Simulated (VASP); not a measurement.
# Si2B (Pnnm) in VASP: further runs

The runs below take Si2B through single point, relaxation of cell and atoms, with PBE.

Everything below comes from runs of VASP 6.6.1. Logs are shortened: lines on timing, memory, paths and dates and some standing lists are left out, and cuts for length are marked.

## Step 1: The cell of the first run

The structure is orthorhombic, space group Pnnm (No. 58). The conventional cell has a = 4.412 Å, b = 5.209 Å, c = 3.214 Å, α = 90.00°, β = 90.00°, γ = 90.00°. Within 3.3 Å of Si (site symmetry m) lie 3 B at 2.13 to 2.15 Å and 12 Si at 2.38 to 3.21 Å. Within 2.8 Å of B (site symmetry 2/m) lie 6 Si at 2.13 to 2.15 Å.

## Step 2: Single point, PBE

File INCAR:

```
SYSTEM = Si2B
  ALGO = Normal
  EDIFF = 1E-6
  ENCUT = 520
  GGA = PE
  ISIF = 2
  ISMEAR = 0
  LASPH = .TRUE.
  LCHARG = .FALSE.
  LREAL = .FALSE.
  LWAVE = .FALSE.
  NBANDS = 20
  NELM = 100
  PREC = Accurate
  SIGMA = 0.1
```

File KPOINTS:

```
k-points
0
G
  4 4 6
  0 0 0
```

File POSCAR:

```
Si2B
1.0
    4.4120208945      0.0000000000      0.0000000000
    0.0000000000      5.2089847257      0.0000000000
    0.0000000000      0.0000000000      3.2138147900
Si B
4 2
Direct
    0.2184588214      0.3652061701      0.0000000000
    0.7815411786      0.6347938299      0.0000000000
    0.7184588214      0.1347938299      0.5000000000
    0.2815411786      0.8652061701      0.5000000000
    0.0000000000      0.0000000000      0.0000000000
    0.5000000000      0.5000000000      0.5000000000
```

Potentials or basis: VASP PAW PBE potentials, release 64 (Si, B).

Started as:

```
$ cat potpaw_PBE.64/Si/POTCAR potpaw_PBE.64/B/POTCAR > POTCAR
$ mpirun -np 1 vasp_std > vasp.out
```

OUTCAR:

```text
SYSTEM = Si2B
   EDIFF = 1E-6
   ENCUT = 520
   GGA = PE
   ISIF = 2
   ISMEAR = 0
   LASPH = .TRUE.
   LREAL = .FALSE.
   NELM = 100
   PREC = Accurate

 ion  position               nearest neighbor table
   1  0.218  0.365  0.000-   5 2.13   6 2.15   6 2.15   2 2.38   2 2.85   3 2.98   3 2.98   3 2.98
                             3 2.98   4 3.07   4 3.07   4 3.07   4 3.07
   2  0.782  0.635  0.000-   5 2.13   6 2.15   6 2.15   1 2.38   1 2.85   4 2.98   4 2.98   4 2.98
                             4 2.98   3 3.07   3 3.07   3 3.07   3 3.07
   3  0.718  0.135  0.500-   6 2.13   5 2.15   5 2.15   4 2.38   4 2.85   1 2.98   1 2.98   1 2.98
                             1 2.98   2 3.07   2 3.07   2 3.07   2 3.07
   4  0.282  0.865  0.500-   6 2.13   5 2.15   5 2.15   3 2.38   3 2.85   2 2.98   2 2.98   2 2.98
                             2 2.98   1 3.07   1 3.07   1 3.07   1 3.07
   5  0.000  0.000  0.000-   1 2.13   2 2.13   3 2.15   4 2.15   3 2.15   4 2.15
   6  0.500  0.500  0.500-   3 2.13   4 2.13   1 2.15   2 2.15   1 2.15   2 2.15

  LATTYP: Found a simple orthorhombic cell.
 ALAT       =     3.2138147900
 B/A-ratio  =     1.3728298557
 C/A-ratio  =     1.6208104904

  Lattice vectors:

 A1 = (   0.0000000000,   0.0000000000,   3.2138147900)
 A2 = (   4.4120208945,   0.0000000000,   0.0000000000)
 A3 = (   0.0000000000,   5.2089847257,   0.0000000000)

Analysis of symmetry for initial positions (statically):
=====================================================================
 Subroutine PRICEL returns:
 Original cell was already a primitive cell.

 Routine SETGRP: Setting up the symmetry group for a
 simple orthorhombic supercell.

 Subroutine GETGRP returns: Found  8 space group operations
 (whereof  4 operations were pure point group operations)
 out of a pool of  8 trial point group operations.

The static configuration has the point symmetry C_2h.
 The point group associated with its full space group is D_2h.

Analysis of symmetry for dynamics (positions and initial velocities):
=====================================================================
 Subroutine PRICEL returns:
 Original cell was already a primitive cell.

 Routine SETGRP: Setting up the symmetry group for a
 simple orthorhombic supercell.

 Subroutine GETGRP returns: Found  8 space group operations
 (whereof  4 operations were pure point group operations)
 out of a pool of  8 trial point group operations.

The dynamic configuration has the point symmetry C_2h.
 The point group associated with its full space group is D_2h.

[... 104 lines left out ...]
   ENCUT  =  520.0 eV  38.22 Ry    6.18 a.u.   8.20  9.69  5.98*2*pi/ulx,y,z
   NELM   =    100;   NELMIN=  2; NELMDL= -5     # of ELM steps
   EDIFF  = 0.1E-05   stopping-criterion for ELM
   LREAL  =      F    real-space projection
   EDIFFG = 0.1E-04   stopping-criterion for IOM
   NSW    =      0    number of steps for IOM
   IBRION =     -1    ionic relax: 0-MD 1-quasi-New 2-CG
   NFREE  =      0    steps in history (QN), initial steepest desc. (CG)
   ISIF   =      2    stress and relaxation
   ISYM   =      2    0-nonsym 1-usesym 2-fastsym
   POTIM  = 0.5000    time-step for ionic-motion
   TEBEG  =    0.0;   TEEND  =   0.0 temperature during run
   PSTRESS=    0.0 pullay stress
   NELECT =      22.0000    total number of electrons
   NUPDOWN=      -1.0000    fix difference up-down
   EMIN   =  10.00;   EMAX   =-10.00  energy-range for DOS
   EFERMI =   0.00;   METHOD = LEGACY
   ISMEAR =     0;   SIGMA  =   0.10  broadening in eV -4-tet -1-fermi 0-gaus
   EFERMI_NEDOS =   21; number of points for ismear=-14 and -15
   IALGO  =     38    algorithm
   IMIX   =      4    mixing-type and parameters
     AMIX     =   0.40;   BMIX     =  1.00
     AMIX_MAG =   1.60;   BMIX_MAG =  1.00
  volume/ion in A,a.u.               =      12.31        83.07
  Fermi-wavevector in a.u.,A,eV,Ry     =   1.093315  2.066065 16.263551  1.195337
  Thomas-Fermi vector in A             =   2.229598
   LORBIT       =      0    0 simple, 1 ext, 2 COOP (PROOUT), +10 PAW based schemes
   GGA     = PE    functional components
   LHFCALC =     F    Hartree Fock is set to
   AEXX    =    0.0000 exact exchange contribution
   IVDW    =     0    specifies the selected vdW correction
   LEPSILON=     F    determine dielectric tensor
   LRPA    =     F    only Hartree local field effects (RPA)
 non-spin polarized calculation
 Gauss-broadening in eV      SIGMA  =   0.10
  energy-cutoff  :      520.00
  volume of cell :       73.86
 maximum number of plane-waves:      2012
 NGX is ok and might be reduce to    36
   NGX = 17   NGY = 19   NGZ = 11

 number of electron      22.0000001 magnetization

 Free energy of the ion-electron system (eV)
  ---------------------------------------------------
  ext. energy  EPLUGINS =         0.00000000
  ---------------------------------------------------
  free energy    TOTEN  =       -32.59062599 eV

  energy without entropy =      -32.58287798  energy(sigma->0) =      -32.58675199

 E-fermi :   9.2925     XC(G=0): -11.1483

 val. band max:        9.2924293042   @ k =   0.2500   0.5000   0.5000
 cond. band min:       9.3183956942   @ k =   0.2500   0.0000   0.1667
 fundamental gap:      0.0259663900
 Fermi energy:         9.2924634981

 k-point     1 :       0.0000    0.0000    0.0000
  band No.  band energies     occupation
      1      -5.4702      2.00000
      2      -1.0925      2.00000
      3      -0.1831      2.00000
      4       1.4553      2.00000
      5       2.1272      2.00000
      6       5.3948      2.00000
[... 541 lines left out ...]
     19      15.9509      0.00000
     20      15.9509      0.00000

 [... further k-points ...]
[... 5 lines left out ...]
  --------------------------------------------------------------------------------------
  -------------------------------------------------------------------------------------
  Total        0.0528027      0.0087192      0.0567193      0.0000000      0.0000000      0.0000000
  in kB        1.1453947      0.1891356      1.2303541      0.0000000      0.0000000      0.0000000
  external PRESSURE =       0.8549615 kB  Pullay stress =       0.0000000 kB

 VOLUME and BASIS-vectors are now :
 -----------------------------------------------------------------------------
  energy-cutoff  :      520.00
  volume of cell :       73.86
      direct lattice vectors                 reciprocal lattice vectors
     4.412020895  0.000000000  0.000000000     0.226653505  0.000000000  0.000000000
     0.000000000  5.208984726  0.000000000     0.000000000  0.191975990  0.000000000
     0.000000000  0.000000000  3.213814790     0.000000000  0.000000000  0.311156699

 POSITION                                       TOTAL-FORCE (eV/Angst)
 -----------------------------------------------------------------------------------
      0.96384      1.90235      0.00000        -0.013165     -0.006953      0.000000
      3.44818      3.30663      0.00000         0.013165      0.006953      0.000000
      3.16986      0.70214      1.60691        -0.013165      0.006953     -0.000000
      1.24217      4.50685      1.60691         0.013165     -0.006953      0.000000
      0.00000      0.00000      0.00000        -0.000000      0.000000      0.000000
      2.20601      2.60449      1.60691        -0.000000      0.000000      0.000000
 -----------------------------------------------------------------------------------
    total drift:                                0.000000      0.000000      0.000000

  FREE ENERGIE OF THE ION-ELECTRON SYSTEM (eV)
  ---------------------------------------------------
  free  energy   TOTEN  =       -32.5906259896 eV

  energy  without entropy=      -32.5828779845  energy(sigma->0) =      -32.58675199
```

It took 22 s on 1 thread of Intel Xeon 6975P-C (Granite Rapids), shared host; peak memory 0.19 GiB.

Results:

```yaml
Free_energy: -32.5906 eV
Pressure: 0.1 GPa
Largest_force: 0.015 eV/Å
Band_gap_on_the_k_mesh: zero (bands 11 and 12 overlap by 5.04 eV)
```

Forces on the atoms (eV/Å):
```
Si  -0.013 -0.007  0.000
Si   0.013  0.007  0.000
Si  -0.013  0.007  0.000
Si   0.013 -0.007  0.000
B    0.000  0.000  0.000
B    0.000  0.000  0.000
```

Levels at points of the mesh, in eV from the Fermi level:
| k point | band 8 | band 9 | band 10 | band 11 | band 12 | band 13 | band 14 | band 15 |
| --- | --- | --- | --- | --- | --- | --- | --- | --- |
| (0.00, 0.00, 0.00) | -3.26 | -2.97 | -1.78 | -0.78 | 1.15 | 3.27 | 3.53 | 4.19 |
| (0.50, 0.00, 0.00) | -2.00 | -0.80 | -0.80 | 2.22 | 2.22 | 3.22 | 3.22 | 3.95 |
| (0.00, 0.50, 0.00) | -3.34 | -2.30 | -2.30 | 1.15 | 1.15 | 3.00 | 3.00 | 4.00 |
| (0.50, 0.50, 0.00) | -1.78 | -0.86 | -0.86 | -0.36 | -0.36 | 1.84 | 1.84 | 2.45 |
| (0.00, 0.00, 0.50) | -4.47 | -3.98 | -3.98 | -0.33 | -0.33 | 1.04 | 1.04 | 1.14 |
| (0.50, 0.00, 0.50) | -5.40 | -4.77 | -4.77 | -2.82 | -2.82 | 4.25 | 4.25 | 4.29 |
| (0.00, 0.50, 0.50) | -4.05 | -2.50 | -2.50 | -1.45 | -1.45 | -1.36 | -1.36 | 1.85 |
| (0.50, 0.50, 0.50) | -6.78 | -1.32 | -1.32 | 1.49 | 1.49 | 1.57 | 1.57 | 3.27 |

## Step 3: Relaxation of cell and atoms, PBE

This run uses another cell than the first one, of 11.03 Å³/atom.

File INCAR:

```
ALGO     = Normal         # electronic algorithm
EDIFF    = 1E-6           # SCF threshold, eV
EDIFFG   = -0.04          # ionic threshold
ENCUT    = 600            # plane-wave cutoff, eV
GGA      = PE             # functional
IBRION   = 2              # ionic algorithm
ISIF     = 3              # what is computed and relaxed
ISMEAR   = 0              # smearing method
LASPH    = True           # aspherical terms in the spheres
LCHARG   = False          # write CHGCAR
LREAL    = False          # projectors in reciprocal space
LWAVE    = False          # write WAVECAR
NELM     = 100            # most SCF steps
NSW      = 90             # ionic steps
PREC     = Accurate       # precision mode
SIGMA    = 0.1            # smearing width, eV
```

File KPOINTS:

```
k-points
0
Gamma
  4 4 6
```

File POSCAR:

```
Si2B
1.0
    4.1444332550      0.0000000000      0.0000000000
    0.0000000000      5.0582488041      0.0000000000
    0.0000000000      0.0000000000      3.1576989548
Si B
4 2
Direct
    0.2004000000      0.3787000000      0.0000000000
    0.7996000000      0.6213000000      0.0000000000
    0.7004000000      0.1213000000      0.5000000000
    0.2996000000      0.8787000000      0.5000000000
    0.0000000000      0.0000000000      0.0000000000
    0.5000000000      0.5000000000      0.5000000000
```

Potentials or basis: VASP PAW PBE potentials, release 64 (Si, B).

Started as:

```
$ cat potpaw_PBE.64/Si/POTCAR potpaw_PBE.64/B/POTCAR > POTCAR
$ mpirun -np 1 vasp_std > vasp.out
```

Wall time 70 s (1 thread of Intel Xeon 6975P-C (Granite Rapids), shared host); peak memory 0.21 GiB.

Results (log left out):

```
Free energy                           : -32.5905 eV
Relaxed volume                        : 12.33 Å³/atom
Relaxed cell                          : a = 4.417 Å, b = 5.208 Å, c = 3.215 Å, α = 90.00°, β = 90.00°, γ = 90.00°
Space group after relaxing (to 0.1 Å) : Pnnm (No. 58)
Energy gained by relaxing             : 220.4 meV/atom
Ionic steps                           : 8
Pressure after relaxing               : 0.0 GPa
Largest force after relaxing          : 0.031 eV/Å
Band gap on the k mesh                : zero (bands 11 and 12 overlap by 5.03 eV)
```

Forces on the atoms (eV/Å):
```
Si  -0.017 -0.026  0.000
Si   0.017  0.026  0.000
Si  -0.017  0.026  0.000
Si   0.017 -0.026  0.000
B    0.000  0.000  0.000
B    0.000  0.000  0.000
```

Stress tensor (GPa, compression positive):
```
-0.04  0.00  0.00
 0.00  0.06  0.00
 0.00  0.00 -0.12
```

Step by step:
| step | energy change (eV) | largest force (eV/Å) | pressure (GPa) | volume (Å³) |
| --- | --- | --- | --- | --- |
| 1 | 0.0000 | 4.2229 | 24.15 | 66.20 |
| 2 | -0.5893 | 0.8188 | -11.16 | 83.23 |
| 3 | -1.3159 | 0.1792 | -0.32 | 74.13 |
| 4 | -1.3180 | 0.1336 | 0.12 | 73.88 |
| 5 | -1.3186 | 0.0970 | 0.53 | 73.67 |
| 6 | -1.3219 | 0.0497 | -0.22 | 74.07 |
| 7 | -1.3219 | 0.0506 | -0.20 | 74.06 |
| 8 | -1.3223 | 0.0309 | -0.03 | 73.95 |

Final structure:
```xyz
6
Lattice="4.4168 0.0000 0.0000 0.0000 5.2083 0.0000 0.0000 0.0000 3.2147" Properties=species:S:1:pos:R:3 pbc="T T T"
Si    0.9663    1.9059    0.0000
Si    3.4505    3.3023    0.0000
Si    3.1747    0.6982    1.6074
Si    1.2421    4.5100    1.6074
B     0.0000    0.0000    0.0000
B     2.2084    2.6041    1.6074
```

Levels at points of the mesh, in eV from the Fermi level:
```
           k point  band 9  band 10  band 11  band 12  band 13  band 14
(0.00, 0.00, 0.00)   -2.99    -1.78    -0.79     1.15     3.27     3.55
(0.50, 0.00, 0.00)   -0.81    -0.81     2.22     2.22     3.22     3.22
(0.00, 0.50, 0.00)   -2.30    -2.30     1.15     1.15     3.01     3.01
(0.50, 0.50, 0.00)   -0.85    -0.85    -0.37    -0.37     1.84     1.84
(0.00, 0.00, 0.50)   -3.98    -3.98    -0.33    -0.33     1.05     1.05
(0.50, 0.00, 0.50)   -4.77    -4.77    -2.81    -2.81     4.24     4.24
(0.00, 0.50, 0.50)   -2.51    -2.51    -1.44    -1.44    -1.36    -1.36
(0.50, 0.50, 0.50)   -1.30    -1.30     1.49     1.49     1.57     1.57
```

Caveat: the k points lie up to 0.36 Å⁻¹ apart in the final cell, too coarse for converged energies and pressures of a metal.

## Step 4: Single point, PBE

This run uses another cell than the first one, of 12.35 Å³/atom.

File INCAR:

```
PREC = Accurate ; ENCUT = 520
EDIFF = 1E-7 ; ISMEAR = 0
SIGMA = 0.1 ; LREAL = F
LASPH = T ; NELM = 100
ALGO = Normal ; ISIF = 2
LWAVE = F ; LCHARG = F
GGA = PE ; NBANDS = 20
```

File KPOINTS:

```
Automatic mesh
0
Gamma
  8 8 12
```

File POSCAR:

```
Si2B
1.0
    4.3990046309      0.0000000000      0.0000000000
    0.0000000000      5.2156504331      0.0000000000
    0.0000000000      0.0000000000      3.2294794182
Si B
4 2
Direct
    0.2169974632      0.3635024647      0.0000000000
    0.7830025368      0.6364975353      0.0000000000
    0.7169974632      0.1364975353      0.5000000000
    0.2830025368      0.8635024647      0.5000000000
    0.0000000000      0.0000000000      0.0000000000
    0.5000000000      0.5000000000      0.5000000000
```

Started as:

```
$ cat potpaw_PBE.64/Si/POTCAR potpaw_PBE.64/B/POTCAR > POTCAR
$ mpirun -np 1 vasp_std > vasp.out
```

Wall time 1.8 min (1 thread of Intel Xeon 6975P-C (Granite Rapids), shared host); peak memory 0.32 GiB.

The run converged. Its results:

| Quantity | Value |
| --- | --- |
| Free energy | -32.5933 eV |
| Pressure | -0.1 GPa |
| Largest force | 0.005 eV/Å |
| Band gap on the k mesh | zero (bands 11 and 12 overlap by 5.06 eV) |

Forces on the atoms (eV/Å):
```
Si  -0.004  0.002  0.000
Si   0.004 -0.002  0.000
Si  -0.004 -0.002  0.000
Si   0.004  0.002  0.000
B    0.000  0.000  0.000
B    0.000  0.000  0.000
```

Levels at points of the mesh, in eV from the Fermi level:
| k point | band 9 | band 10 | band 11 | band 12 | band 13 | band 14 |
| --- | --- | --- | --- | --- | --- | --- |
| (0.00, 0.00, 0.00) | -2.87 | -1.72 | -0.73 | 1.17 | 3.26 | 3.46 |
| (0.50, 0.00, 0.00) | -0.72 | -0.72 | 2.21 | 2.21 | 3.21 | 3.21 |
| (0.00, 0.50, 0.00) | -2.29 | -2.29 | 1.15 | 1.15 | 3.04 | 3.04 |
| (0.50, 0.50, 0.00) | -0.79 | -0.79 | -0.29 | -0.29 | 1.80 | 1.80 |
| (0.00, 0.00, 0.50) | -3.91 | -3.91 | -0.28 | -0.28 | 1.11 | 1.11 |
| (0.50, 0.00, 0.50) | -4.68 | -4.68 | -2.79 | -2.79 | 4.35 | 4.35 |
| (0.00, 0.50, 0.50) | -2.43 | -2.43 | -1.45 | -1.45 | -1.29 | -1.29 |
| (0.50, 0.50, 0.50) | -1.33 | -1.33 | 1.56 | 1.56 | 1.63 | 1.63 |

## Step 5: The runs side by side

```csv
task,cell,k mesh,cutoff (eV),gap on the mesh (eV),pressure (GPa),largest force (eV/Å)
single point,"a = 4.412, b = 5.209, c = 3.214 Å, 6 atoms, atomic positions A",4 × 4 × 6,520,none,0.1,0.01
relaxation of cell and atoms,"relaxed from a = 4.144, b = 5.058, c = 3.158 Å, 6 atoms, atomic positions B",4 × 4 × 6,600,none,0.0,0.03
single point,"a = 4.399, b = 5.216, c = 3.229 Å, 6 atoms, atomic positions C",8 × 8 × 12,520,none,-0.1,0.01
```

Alike in all rows: level PBE; potentials or basis VASP PAW PBE potentials, release 64 (Si, B); no spin polarisation; smearing gaussian 0.1 eV.

Caveats: some runs use coarse meshes.

Total energies depend on the potentials used, so only differences within one code and one set of settings carry meaning.

The gap in the log of VASP goes by the Fermi energy; the results here count the filled bands.